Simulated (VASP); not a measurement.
# GaCo (Pm-3m) in VASP: settings compared, part 2 of 2

VASP 6.6.1. Earlier steps stand in the parts before.

### 4 Density of states, PBE+D4+U, collinear spin, ferromagnetic start

This run uses another cell than the first one, of 11.92 Å³/atom, 0.943 times its volume.

POSCAR

```
GaCo
1.0
    2.8780000000      0.0000000000      0.0000000000
    0.0000000000      2.8780000000      0.0000000000
    0.0000000000      0.0000000000      2.8780000000
Ga Co
1 1
Direct
    0.5000000000      0.5000000000      0.5000000000
    0.0000000000      0.0000000000      0.0000000000
```

INCAR.step1

```
SYSTEM = GaCo
PREC = Accurate
ENCUT = 520
EDIFF = 1E-6
ISMEAR = 1
SIGMA = 0.15
LREAL = .FALSE.
LASPH = .TRUE.
NELM = 150
ALGO = Normal
ISIF = 2
LWAVE = .FALSE.
LCHARG = .TRUE.
ISPIN = 2
MAGMOM = 0 2
LMAXMIX = 4
LDAU = .TRUE.
LDAUTYPE = 2
LDAUL = -1 2
LDAUU = 0 8
LDAUJ = 0 0
LDAUPRINT = 1
GGA = PE
IVDW = 13
NBANDS = 22
```

KPOINTS.step1

```
regular mesh
0
G
  9 9 9
  0 0 0
```

INCAR.step2

```
SYSTEM = GaCo
PREC = Accurate
ENCUT = 520
EDIFF = 1E-6
ISMEAR = -5
SIGMA = 0.15
LREAL = .FALSE.
LASPH = .TRUE.
NELM = 150
ALGO = Normal
ISIF = 2
LWAVE = .FALSE.
LCHARG = .FALSE.
ISPIN = 2
MAGMOM = 0 2
LORBIT = 11
LMAXMIX = 4
LDAU = .TRUE.
LDAUTYPE = 2
LDAUL = -1 2
LDAUU = 0 8
LDAUJ = 0 0
LDAUPRINT = 1
GGA = PE
IVDW = 13
NBANDS = 22
NEDOS = 1001
ICHARG = 11
```

KPOINTS.step2

```
regular mesh
0
G
  14 14 14
  0 0 0
```

Started as:

```
$ cat potpaw_PBE.64/Ga_d/POTCAR potpaw_PBE.64/Co/POTCAR > POTCAR
$ cp INCAR.step1 INCAR
$ cp KPOINTS.step1 KPOINTS
$ mpirun -np 1 vasp_std > vasp.out
$ cp INCAR.step2 INCAR
$ cp KPOINTS.step2 KPOINTS
$ mpirun -np 1 vasp_std > vasp.out
```

Wall time 57 s (1 thread of Intel Xeon Platinum 8488C (Sapphire Rapids), shared host); peak memory 0.22 GiB.

Results (log left out):

| Quantity | Value |
| --- | --- |
| Net moment | 1.95 μB per cell |
| Site moments | Ga -0.02; Co +1.95 μB |
| Valence electrons inside the program's atomic spheres | Ga 11.85; Co 8.50 |
| Dispersion energy per atom | -0.547 eV |

Levels at points of the mesh, in eV from the Fermi level:
Spin up:
| k point | band 10 | band 11 | band 12 | band 13 | band 14 | band 15 |
| --- | --- | --- | --- | --- | --- | --- |
| (0.00, 0.00, 0.00) | -5.40 | -5.40 | 4.23 | 4.23 | 4.23 | 8.18 |
| (0.50, 0.00, 0.00) | -6.17 | -5.42 | -4.90 | 8.69 | 8.69 | 10.66 |
| (0.50, 0.50, 0.00) | -5.78 | -4.16 | -4.16 | -0.95 | 0.95 | 10.66 |
| (0.50, 0.50, 0.50) | -6.17 | -0.22 | 2.13 | 2.13 | 2.13 | 2.66 |
Spin down:
```tsv
k point	band 6	band 7	band 8	band 9	band 10	band 11	band 12	band 13	band 14	band 15
(0.00, 0.00, 0.00)	-12.96	-4.12	-4.12	-4.12	0.92	0.92	4.29	4.29	4.29	11.99
(0.50, 0.00, 0.00)	-8.87	-7.38	-5.01	-5.01	-4.13	1.55	4.49	8.92	8.92	10.62
(0.50, 0.50, 0.00)	-8.21	-4.56	-4.56	-4.01	-4.01	-0.59	-0.18	4.49	5.27	10.60
(0.50, 0.50, 0.50)	-6.85	-6.85	-6.85	-0.27	2.66	2.66	2.66	3.13	3.13	3.13
```

Eigenvalues of the final occupation matrices:
```
    site  spin  trace               eigenvalues
site 2 d     1   4.77  0.94 0.94 0.94 0.97 0.97
site 2 d     2   2.84  0.04 0.04 0.92 0.92 0.92
```

Caveat: pairwise dispersion overbinds metals, which lowers pressure and volume; the U is typed as a test and isn't derived for this compound; tetrahedron occupations give inexact forces and stress in metals.

### 5 Relaxation of cell and atoms, PBEsol+U, collinear spin, ferromagnetic start (volume scaled by 1.15)

INCAR

```
SYSTEM = GaCo
ALGO = Normal ; EDIFF = 1E-6
EDIFFG = -0.01 ; ENCUT = 600
GGA = PS ; IBRION = 2
ISIF = 3 ; ISMEAR = -1
ISPIN = 2 ; LASPH = .True.
LCHARG = .False. ; LDAU = .True.
LDAUJ = 0 0 ; LDAUL = -1 2
LDAUPRINT = 1 ; LDAUTYPE = 2
LDAUU = 0 5.3 ; LMAXMIX = 4
LORBIT = 11 ; LREAL = .False.
LWAVE = .False. ; MAGMOM = 0 2
NELM = 150 ; NSW = 60
PREC = Accurate ; SIGMA = 0.05
```

KPOINTS

```
k-points
0
Gamma
  9 9 9
  0 0 0
```

POSCAR

```
GaCo
1.0
    3.0152505340      0.0000000000      0.0000000000
    0.0000000000      3.0152505340      0.0000000000
    0.0000000000      0.0000000000      3.0152505340
Ga Co
1 1
Direct
    0.5000000000      0.5000000000      0.5000000000
    0.0000000000      0.0000000000      0.0000000000
```

Potentials or basis: VASP PAW PBE potentials, release 64 (Ga_d, Co).

Started as:

```
$ cat potpaw_PBE.64/Ga_d/POTCAR potpaw_PBE.64/Co/POTCAR > POTCAR
$ mpirun -np 1 vasp_std > vasp.out
```

OUTCAR:

```text
SYSTEM = GaCo
   EDIFF = 1E-6
   EDIFFG = -0.01
   ENCUT = 600
   GGA = PS
   IBRION = 2
   ISIF = 3
   ISMEAR = -1
   ISPIN = 2
   LASPH = .True.
   LORBIT = 11
   LREAL = .False.
   NELM = 150
   NSW = 60
   PREC = Accurate

 ion  position               nearest neighbor table
   1  0.500  0.500  0.500-   2 2.61   2 2.61   2 2.61   2 2.61   2 2.61   2 2.61   2 2.61   2 2.61

   2  0.000  0.000  0.000-   1 2.61   1 2.61   1 2.61   1 2.61   1 2.61   1 2.61   1 2.61   1 2.61

  LATTYP: Found a simple cubic cell.
 ALAT       =     3.0152505340

  Lattice vectors:

 A1 = (   3.0152505340,   0.0000000000,   0.0000000000)
 A2 = (   0.0000000000,   3.0152505340,   0.0000000000)
 A3 = (   0.0000000000,   0.0000000000,   3.0152505340)

Analysis of symmetry for initial positions (statically):
=====================================================================
 Subroutine PRICEL returns:
 Original cell was already a primitive cell.

 Routine SETGRP: Setting up the symmetry group for a
 simple cubic supercell.

 Subroutine GETGRP returns: Found 48 space group operations
 (whereof 48 operations were pure point group operations)
 out of a pool of 48 trial point group operations.

The static configuration has the point symmetry O_h .

Analysis of symmetry for dynamics (positions and initial velocities):
=====================================================================
 Subroutine PRICEL returns:
 Original cell was already a primitive cell.

 Routine SETGRP: Setting up the symmetry group for a
 simple cubic supercell.
[... 273 lines left out ...]
  free  energy   TOTEN  =        -7.6386625843 eV

  energy  without entropy=       -7.6322388041  energy(sigma->0) =       -7.63545069

atom =   2  type =  2  l = 2

 onsite density matrix

spin component  1

  0.9163 -0.0000  0.0000  0.0000 -0.0000
 -0.0000  0.9163  0.0000  0.0000 -0.0000
  0.0000  0.0000  0.9481  0.0000  0.0000
  0.0000  0.0000  0.0000  0.9163 -0.0000
 -0.0000 -0.0000  0.0000 -0.0000  0.9481

spin component  2

  0.8785  0.0000  0.0000 -0.0000  0.0000
  0.0000  0.8785 -0.0000 -0.0000 -0.0000
  0.0000 -0.0000  0.0896  0.0000  0.0000
 -0.0000 -0.0000  0.0000  0.8785 -0.0000
  0.0000 -0.0000  0.0000 -0.0000  0.0896

 occupancies and eigenvectors

  o =  0.0896  v =  0.0000  0.0000  0.0000  0.0000  0.0000  0.0000 -0.0000 -0.0033  0.0000  1.0000      0.0000  0.0000  0.0000  0.0000  0.0000  0.0000  0.0000  0.0000  0.0000  0.0000
  o =  0.0896  v =  0.0000  0.0000  0.0000  0.0000  0.0000  0.0000 -0.0000  1.0000  0.0000  0.0033      0.0000  0.0000  0.0000  0.0000  0.0000  0.0000  0.0000  0.0000  0.0000  0.0000
  o =  0.8785  v =  0.0000  0.0000  0.0000  0.0000  0.0000  0.0000 -0.1414  0.0000 -0.9900  0.0000      0.0000  0.0000  0.0000  0.0000  0.0000  0.0000  0.0000  0.0000  0.0000  0.0000
  o =  0.8785  v =  0.0000  0.0000  0.0000  0.0000  0.0000  1.0000  0.0000  0.0000  0.0000  0.0000      0.0000  0.0000  0.0000  0.0000  0.0000  0.0000  0.0000  0.0000  0.0000  0.0000
  o =  0.8785  v =  0.0000  0.0000  0.0000  0.0000  0.0000  0.0000 -0.9900 -0.0000  0.1414 -0.0000      0.0000  0.0000  0.0000  0.0000  0.0000  0.0000  0.0000  0.0000  0.0000  0.0000
  o =  0.9163  v =  1.0000  0.0000  0.0000  0.0000  0.0000  0.0000  0.0000  0.0000  0.0000  0.0000      0.0000  0.0000  0.0000  0.0000  0.0000  0.0000  0.0000  0.0000  0.0000  0.0000
  o =  0.9163  v =  0.0000 -0.3168 -0.0000 -0.9485 -0.0000  0.0000  0.0000  0.0000  0.0000  0.0000      0.0000  0.0000  0.0000  0.0000  0.0000  0.0000  0.0000  0.0000  0.0000  0.0000
  o =  0.9163  v =  0.0000  0.9485  0.0000 -0.3168  0.0000  0.0000  0.0000  0.0000  0.0000  0.0000      0.0000  0.0000  0.0000  0.0000  0.0000  0.0000  0.0000  0.0000  0.0000  0.0000
  o =  0.9481  v =  0.0000 -0.0000  0.9992 -0.0000  0.0398  0.0000  0.0000  0.0000  0.0000  0.0000      0.0000  0.0000  0.0000  0.0000  0.0000  0.0000  0.0000  0.0000  0.0000  0.0000
  o =  0.9481  v =  0.0000 -0.0000 -0.0398  0.0000  0.9992  0.0000  0.0000  0.0000  0.0000  0.0000      0.0000  0.0000  0.0000  0.0000  0.0000  0.0000  0.0000  0.0000  0.0000  0.0000

--------------------------------------- Ionic step        4  -------------------------------------------

 number of electron      21.9999987 magnetization       1.7629503

 Free energy of the ion-electron system (eV)
  ---------------------------------------------------
  ext. energy  EPLUGINS =         0.00000000
  ---------------------------------------------------
  free energy    TOTEN  =        -7.63868501 eV

  energy without entropy =       -7.63236217  energy(sigma->0) =       -7.63552359

 E-fermi :   8.8814     XC(G=0): -12.6640

 val. band max:        8.8458759335   @ k =   0.2222   0.1111   0.0000
 cond. band min:       8.9366964041   @ k =   0.1111   0.1111   0.0000
 fundamental gap:      0.0908204707
 Fermi energy:         8.8814105123

 spin component 1

 k-point     1 :       0.0000    0.0000    0.0000
  band No.  band energies     occupation
      1      -6.5050      1.00000
      2      -6.5050      1.00000
      3      -6.2428      1.00000
      4      -6.2428      1.00000
      5      -6.2428      1.00000
      6      -2.9939      1.00000
[... 936 lines left out ...]
  FREE ENERGIE OF THE ION-ELECTRON SYSTEM (eV)
  ---------------------------------------------------
  free  energy   TOTEN  =        -7.6386850134 eV

  energy  without entropy=       -7.6323621723  energy(sigma->0) =       -7.63552359

 reached required accuracy - stopping structural energy minimisation

 total charge

# of ion       s       p       d       tot
------------------------------------------
    1        0.887   0.805  10.008  11.700
    2        0.387   0.412   7.431   8.230
--------------------------------------------------
tot          1.274   1.218  17.438  19.930

 magnetization (x)

# of ion       s       p       d       tot
------------------------------------------
    1        0.010  -0.042  -0.014  -0.046
    2        0.003  -0.002   1.828   1.830
--------------------------------------------------
tot          0.013  -0.044   1.815   1.784
```

CONTCAR:

```text
GaCo
   1.00000000000000
     2.9872657202073944    0.0000000000000000    0.0000000000000000
     0.0000000000000000    2.9872657202073944    0.0000000000000000
    -0.0000000000000000    0.0000000000000000    2.9872657202073944
  Ga              Co
     1     1
Direct
     0.5000000000000000    0.5000000000000000    0.5000000000000000
     0.0000000000000000    0.0000000000000000    0.0000000000000000

  0.00000000E+00  0.00000000E+00  0.00000000E+00
  0.00000000E+00  0.00000000E+00  0.00000000E+00
```

It took 69 s on 1 thread of Intel Xeon Platinum 8259CL at 2.50GHz (Skylake/Cascade Lake), shared host; peak memory 0.17 GiB.

What came out:

```
Free energy                                           : -7.6387 eV
Relaxed volume                                        : 13.33 Å³/atom
Relaxed cell                                          : a = 2.987 Å, b = 2.987 Å, c = 2.987 Å, α = 90.00°, β = 90.00°, γ = 90.00°
Space group after relaxing (to 0.05 Å)                : Pm-3m (No. 221)
Energy gained by relaxing                             : 2.5 meV/atom
Ionic steps                                           : 4
Pressure after relaxing                               : 0.0 GPa
Net moment                                            : 1.76 μB per cell
Site moments                                          : Ga -0.05; Co +1.83 μB
Valence electrons inside the program's atomic spheres : Ga 11.70; Co 8.23
```

The path:
```csv
step,energy change (eV),largest force (eV/Å),pressure (GPa),volume (Å³)
1,0.0000,0.0000,-2.17,27.41
2,-0.0049,0.0000,-0.13,26.68
3,-0.0049,0.0000,0.15,26.63
4,-0.0049,0.0000,0.05,26.66
```

Final structure:
```
Ga Co
1.0
     2.98727    0.00000    0.00000
     0.00000    2.98727    0.00000
     0.00000    0.00000    2.98727
Ga Co
1 1
Direct
  0.50000 0.50000 0.50000
  0.00000 0.00000 0.00000
```

Eigenvalues of the final occupation matrices:
| site | spin | trace | eigenvalues |
| --- | --- | --- | --- |
| site 2 d | 1 | 4.65 | 0.92 0.92 0.92 0.95 0.95 |
| site 2 d | 2 | 2.81 | 0.09 0.09 0.88 0.88 0.88 |

Caveat: the cell differs from its parent crystal (volume scaled by 1.15); the PAW data sets were made with another functional, which shifts forces and pressure a little; the U is typed as a test and isn't derived for this compound. The state reached can hang on the start; a lower one may exist.

### 6 Summary

| task | level | U | cell | cutoff (eV) | smearing | k mesh for the DOS | occupations for the DOS | gap on the mesh (eV) | pressure (GPa) | moment (μB) |
| --- | --- | --- | --- | --- | --- | --- | --- | --- | --- | --- |
| single point | r2SCAN+U | Co d U = 6.2 eV | a = 2.934 Å, 2 atoms | 520 | tetrahedron | - | - | none | 13.7 | 1.97 |
| single point | r2SCAN+U | Co d U = 4.0 eV | a = 2.878 Å, 2 atoms | 520 | tetrahedron | - | - | none | 16.9 | 1.64 |
| density of states | PBE+D4+U | Co d U = 8.0 eV | a = 2.878 Å, 2 atoms | 520 | methfessel-paxton 0.15 eV | 14 × 14 × 14 | tetrahedron | - | - | 1.95 |
| relaxation of cell and atoms | PBEsol+U | Co d U = 5.3 eV | relaxed from a = 3.015 Å, 2 atoms | 600 | fermi-dirac 0.05 eV | - | - | none | 0.0 | 1.76 |

Alike in all rows: potentials or basis VASP PAW PBE potentials, release 64 (Ga_d, Co); spin collinear, ferromagnetic start; k mesh 9 × 9 × 9.

Caveats: the U is typed as a test and isn't derived for this compound; the PAW data sets were made with another functional, which shifts forces and pressure a little (some runs); tetrahedron occupations give inexact forces and stress in metals (some runs); pairwise dispersion overbinds metals, which lowers pressure and volume (some runs).

Absolute energies hang on the potentials; compare differences alone.
